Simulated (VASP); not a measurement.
# Sb (Im-3m) in VASP: single point with r2SCAN

Aim: the single point of Sb with r2SCAN.

All numbers are computed with VASP 6.6.1; they aren't measurements. Logs are shortened: lines on timing, memory, paths and dates and some standing lists are left out, and cuts for length are marked.

### Step 1. The cell of the first run

Symmetry: Im-3m, No. 229, cubic system. Conventional cell: a = 3.981 Å, b = 3.981 Å, c = 3.981 Å, α = 90.00°, β = 90.00°, γ = 90.00°. Within 4.5 Å of Sb (site symmetry m-3m) lie 14 Sb at 3.45 to 3.98 Å.

### Step 2. Single point, r2SCAN

POSCAR

```
Sb
1.0
    3.3177920981     -0.6635584196     -0.6635584196
   -0.6635584196      3.3177920981     -0.6635584196
   -0.6635584196     -0.6635584196      3.3177920981
Sb
1
Direct
    0.0000000000      0.0000000000      0.0000000000
```

INCAR.step1

```
ALGO     = Normal         # electronic algorithm
EDIFF    = 1E-5           # SCF threshold, eV
ENCUT    = 550            # plane-wave cutoff, eV
GGA      = PE             # functional
GGA_COMPAT= F            
ISMEAR   = 0              # smearing method
LASPH    = T              # aspherical terms in the spheres
LCHARG   = F              # write CHGCAR
LREAL    = F              # projectors in reciprocal space
LWAVE    = T              # write WAVECAR
NBANDS   = 8              # bands
NELM     = 120            # most SCF steps
PREC     = Accurate       # precision mode
SIGMA    = 0.15           # smearing width, eV
```

INCAR.step2

```
ALGO     = Normal         # electronic algorithm
EDIFF    = 1E-6           # SCF threshold, eV
ENCUT    = 550            # plane-wave cutoff, eV
GGA_COMPAT= F            
ISIF     = 2              # what is computed and relaxed
ISMEAR   = 0              # smearing method
ISTART   = 1            
LASPH    = T              # aspherical terms in the spheres
LCHARG   = F              # write CHGCAR
LMIXTAU  = T            
LREAL    = F              # projectors in reciprocal space
LWAVE    = F              # write WAVECAR
METAGGA  = R2SCAN         # meta-GGA
NBANDS   = 8              # bands
NELM     = 120            # most SCF steps
PREC     = Accurate       # precision mode
SIGMA    = 0.15           # smearing width, eV
```

KPOINTS

```
k-points
0
Gamma
  16 16 16
```

Potentials or basis: VASP PAW PBE potentials, release 64 (Sb).

Launch:

```
> cat potpaw_PBE.64/Sb/POTCAR > POTCAR
> cp INCAR.step1 INCAR
> mpirun -np 1 vasp_std > vasp.out
> cp INCAR.step2 INCAR
> mpirun -np 1 vasp_std > vasp.out
```

OUTCAR:

```text
EDIFF = 1E-6
   ENCUT = 550
   ISIF = 2
   ISMEAR = 0
   ISTART = 1
   LASPH = T
   LREAL = F
   METAGGA = R2SCAN
   NELM = 120
   PREC = Accurate

 ion  position               nearest neighbor table
   1  0.000  0.000  0.000-

  LATTYP: Found a body centered cubic cell.
 ALAT       =     3.9813505177

  Lattice vectors:

 A1 = (   3.3177920981,  -0.6635584196,  -0.6635584196)
 A2 = (  -0.6635584196,   3.3177920981,  -0.6635584196)
 A3 = (  -0.6635584196,  -0.6635584196,   3.3177920981)

Analysis of symmetry for initial positions (statically):
=====================================================================
 Subroutine PRICEL returns:
 Original cell was already a primitive cell.

 Routine SETGRP: Setting up the symmetry group for a
 body centered cubic supercell.

 Subroutine GETGRP returns: Found 48 space group operations
 (whereof 48 operations were pure point group operations)
 out of a pool of 48 trial point group operations.

The static configuration has the point symmetry O_h .

Analysis of symmetry for dynamics (positions and initial velocities):
=====================================================================
 Subroutine PRICEL returns:
 Original cell was already a primitive cell.

 Routine SETGRP: Setting up the symmetry group for a
 body centered cubic supercell.

 Subroutine GETGRP returns: Found 48 space group operations
 (whereof 48 operations were pure point group operations)
 out of a pool of 48 trial point group operations.

The dynamic configuration has the point symmetry O_h .

 Subroutine INISYM returns: Found 48 space group operations
 (whereof 48 operations are pure point group operations),
 and found     1 'primitive' translations

----------------------------------------------------------------------------------------

                                     Primitive cell

  volume of cell :      31.5545

  direct lattice vectors                    reciprocal lattice vectors
     3.317792098 -0.663558420 -0.663558420     0.334894737  0.083723684  0.083723684
    -0.663558420  3.317792098 -0.663558420     0.083723684  0.334894737  0.083723684
    -0.663558420 -0.663558420  3.317792098     0.083723684  0.083723684  0.334894737

  length of vectors
     3.447950690  3.447950690  3.447950690     0.355209509  0.355209509  0.355209509

  position of ions in fractional coordinates (direct lattice)
     0.000000000  0.000000000  0.000000000

  ion indices of the primitive-cell ions
   primitive index   ion index
[... 70 lines left out ...]
   LASPH  =      T    aspherical Exc in radial PAW
   ENCUT  =  550.0 eV  40.42 Ry    6.36 a.u.   6.59  6.59  6.59*2*pi/ulx,y,z
   NELM   =    120;   NELMIN=  2; NELMDL=  0     # of ELM steps
   EDIFF  = 0.1E-05   stopping-criterion for ELM
   LREAL  =      F    real-space projection
   EDIFFG = 0.1E-04   stopping-criterion for IOM
   NSW    =      0    number of steps for IOM
   IBRION =     -1    ionic relax: 0-MD 1-quasi-New 2-CG
   NFREE  =      0    steps in history (QN), initial steepest desc. (CG)
   ISIF   =      2    stress and relaxation
   ISYM   =      2    0-nonsym 1-usesym 2-fastsym
   POTIM  = 0.5000    time-step for ionic-motion
   TEBEG  =    0.0;   TEEND  =   0.0 temperature during run
   PSTRESS=    0.0 pullay stress
   NELECT =       5.0000    total number of electrons
   NUPDOWN=      -1.0000    fix difference up-down
   EMIN   =  10.00;   EMAX   =-10.00  energy-range for DOS
   EFERMI =   0.00;   METHOD = LEGACY
   ISMEAR =     0;   SIGMA  =   0.15  broadening in eV -4-tet -1-fermi 0-gaus
   EFERMI_NEDOS =   21; number of points for ismear=-14 and -15
   IALGO  =     38    algorithm
   IMIX   =      4    mixing-type and parameters
     AMIX     =   0.40;   BMIX     =  1.00
     AMIX_MAG =   1.60;   BMIX_MAG =  1.00
  volume/ion in A,a.u.               =      31.55       212.94
  Fermi-wavevector in a.u.,A,eV,Ry     =   0.885886  1.674081 10.677766  0.784794
  Thomas-Fermi vector in A             =   2.006979
   LORBIT       =      0    0 simple, 1 ext, 2 COOP (PROOUT), +10 PAW based schemes
   METAGGA = R2SCAN    functional components
   LHFCALC =     F    Hartree Fock is set to
   AEXX    =    0.0000 exact exchange contribution
   IVDW    =     0    specifies the selected vdW correction
   LEPSILON=     F    determine dielectric tensor
   LRPA    =     F    only Hartree local field effects (RPA)
 non-spin polarized calculation
 Gauss-broadening in eV      SIGMA  =   0.15
  energy-cutoff  :      550.00
  volume of cell :       31.55
 maximum number of plane-waves:       947
   NGX = 13   NGY = 13   NGZ = 13

 number of electron       4.9999999 magnetization

 Free energy of the ion-electron system (eV)
  ---------------------------------------------------
  ext. energy  EPLUGINS =         0.00000000
  ---------------------------------------------------
  free energy    TOTEN  =       -25.23388703 eV

  energy without entropy =      -25.22700351  energy(sigma->0) =      -25.23044527

 E-fermi :   6.3856     XC(G=0): -10.0335

 val. band max:        6.3709819735   @ k =   0.2500   0.2500   0.1250
 cond. band min:       6.3920912853   @ k =   0.5000   0.5000   0.1875
 fundamental gap:      0.0211093118
 Fermi energy:         6.3856145996

 k-point     1 :       0.0000    0.0000    0.0000
  band No.  band energies     occupation
      1      -5.8329      2.00000
      2      11.0112      0.00000
      3      11.0112      0.00000
      4      11.0112      0.00000
      5      16.8085      0.00000
      6      16.8085      0.00000
      7      16.8085      0.00000
      8      17.9358      0.00000
[... 243 lines left out ...]
 k-point    24 :       0.2500    0.1875   -0.0000
  band No.  band energies     occupation
      1      -3.3143      2.00000
      2       3.7898      2.00000
      3       6.2335      1.84835
      4       9.1671      0.00000
      5      14.4256      0.00000
      6      15.9417      0.00000
      7      18.3282      0.00000
      8      20.0457      0.00000

 [... further k-points ...]
[... 5 lines left out ...]
  --------------------------------------------------------------------------------------
  -------------------------------------------------------------------------------------
  Total       -1.3782083     -1.3782083     -1.3782083     -0.0000000     -0.0000000     -0.0000000
  in kB      -69.9784301    -69.9784301    -69.9784301     -0.0000000     -0.0000000     -0.0000000
  external PRESSURE =     -69.9784301 kB  Pullay stress =       0.0000000 kB

 VOLUME and BASIS-vectors are now :
 -----------------------------------------------------------------------------
  energy-cutoff  :      550.00
  volume of cell :       31.55
      direct lattice vectors                 reciprocal lattice vectors
     3.317792098 -0.663558420 -0.663558420     0.334894737  0.083723684  0.083723684
    -0.663558420  3.317792098 -0.663558420     0.083723684  0.334894737  0.083723684
    -0.663558420 -0.663558420  3.317792098     0.083723684  0.083723684  0.334894737

 POSITION                                       TOTAL-FORCE (eV/Angst)
 -----------------------------------------------------------------------------------
      0.00000      0.00000      0.00000        -0.000000      0.000000     -0.000000
 -----------------------------------------------------------------------------------
    total drift:                                0.000000     -0.000000     -0.000000

  FREE ENERGIE OF THE ION-ELECTRON SYSTEM (eV)
  ---------------------------------------------------
  free  energy   TOTEN  =       -25.2338870262 eV

  energy  without entropy=      -25.2270035086  energy(sigma->0) =      -25.23044527
```

OUTCAR.step1:

```text
EDIFF = 1E-5
   ENCUT = 550
   GGA = PE
   ISMEAR = 0
   LASPH = T
[... 479 lines left out ...]

 POSITION                                       TOTAL-FORCE (eV/Angst)
 -----------------------------------------------------------------------------------
      0.00000      0.00000      0.00000         0.000000     -0.000000      0.000000
 -----------------------------------------------------------------------------------
    total drift:                                0.000000     -0.000000      0.000000

  FREE ENERGIE OF THE ION-ELECTRON SYSTEM (eV)
  ---------------------------------------------------
  free  energy   TOTEN  =        -3.8115556928 eV

  energy  without entropy=       -3.8042595591  energy(sigma->0) =       -3.80790763
```

OSZICAR.step1:

```text
N       E                     dE             d eps       ncg     rms          rms(c)
DAV:   1     0.507998917444E+01    0.50800E+01   -0.16110E+03  2328   0.419E+02
DAV:   2    -0.368743165562E+01   -0.87674E+01   -0.84103E+01  3272   0.510E+01
DAV:   3    -0.381552847842E+01   -0.12810E+00   -0.12727E+00  2800   0.654E+00
DAV:   4    -0.381596230943E+01   -0.43383E-03   -0.43382E-03  3560   0.476E-01
DAV:   5    -0.381596333459E+01   -0.10252E-05   -0.10260E-05  3008   0.158E-02    0.132E+00
DAV:   6    -0.381273934855E+01    0.32240E-02   -0.37227E-03  2728   0.308E-01    0.730E-01
DAV:   7    -0.381149650315E+01    0.12428E-02   -0.75915E-03  2712   0.440E-01    0.810E-02
DAV:   8    -0.381155625404E+01   -0.59751E-04   -0.13204E-04  3048   0.826E-02    0.506E-03
DAV:   9    -0.381155569279E+01    0.56124E-06   -0.18398E-06  2888   0.929E-03
   1 F= -.38115557E+01 E0= -.38079076E+01  d E =-.729613E-02
```

It took 64 s on 1 thread of Intel Xeon 6975P-C (Granite Rapids), shared host; peak memory 0.18 GiB.

Results:

```yaml
Free_energy: -25.2339 eV
Pressure: -7.0 GPa
```

Caveat: the PAW data sets were made with another functional, which shifts forces and pressure a little; spin-orbit coupling is left out, which moves the levels of the heavy elements.
